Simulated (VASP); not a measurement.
Wanted: the native input for a VASP 6.6.1 run.

- Task: single point
- Functional: PBE
- Potentials or basis: VASP PAW PBE potentials, release 64 (Pb_d, S)
- Cutoff: 500 eV
- k mesh: 6 × 6 × 2
- Occupations: gaussian, width 0.01 eV
- Spin: no spin polarisation
- Dipole correction: no
- Further INCAR settings: ALGO = Normal; EDIFF = 1e-06; NBANDS = 28

The structure of PbS lies in POSCAR:

```
PbS
1.0
    4.9970879552      0.0000000000      0.0000000000
   -2.4985439776      4.3276051142      0.0000000000
    0.0000000000      0.0000000000      5.9970707136
Pb S
2 2
Direct
    0.3333333333      0.6666666667      0.2500000000
    0.6666666667      0.3333333333      0.7500000000
    0.6666666667      0.3333333333      0.2500000000
    0.3333333333      0.6666666667      0.7500000000
```

The input as run:

INCAR

```
SYSTEM = PbS
ALGO = Normal
EDIFF = 1E-6
ENCUT = 500
GGA = PE
GGA_COMPAT = .FALSE.
ISIF = 2
ISMEAR = 0
LASPH = .TRUE.
LCHARG = .FALSE.
LREAL = .FALSE.
LWAVE = .FALSE.
NBANDS = 28
NELM = 120
PREC = Accurate
SIGMA = 0.01
```

KPOINTS

```
k-points
0
G
  6 6 2
  0 0 0
```

Potentials or basis: VASP PAW PBE potentials, release 64 (Pb_d, S).

The run is started by

```bash
$ cat potpaw_PBE.64/Pb_d/POTCAR potpaw_PBE.64/S/POTCAR > POTCAR
$ mpirun -np 1 vasp_std > vasp.out
```

It gave:

```json
{"Pressure": "1.5 GPa", "Band gap on the k mesh": "1.39 eV"}
```

Caveat: the k points lie up to 0.52 Å⁻¹ apart; spin-orbit coupling is left out, which moves the levels of the heavy elements.

Run time: 54 s on 1 thread of Intel(R) Xeon(R) Platinum 8488C (Sapphire Rapids), on a shared host, peak memory 0.24 GiB.
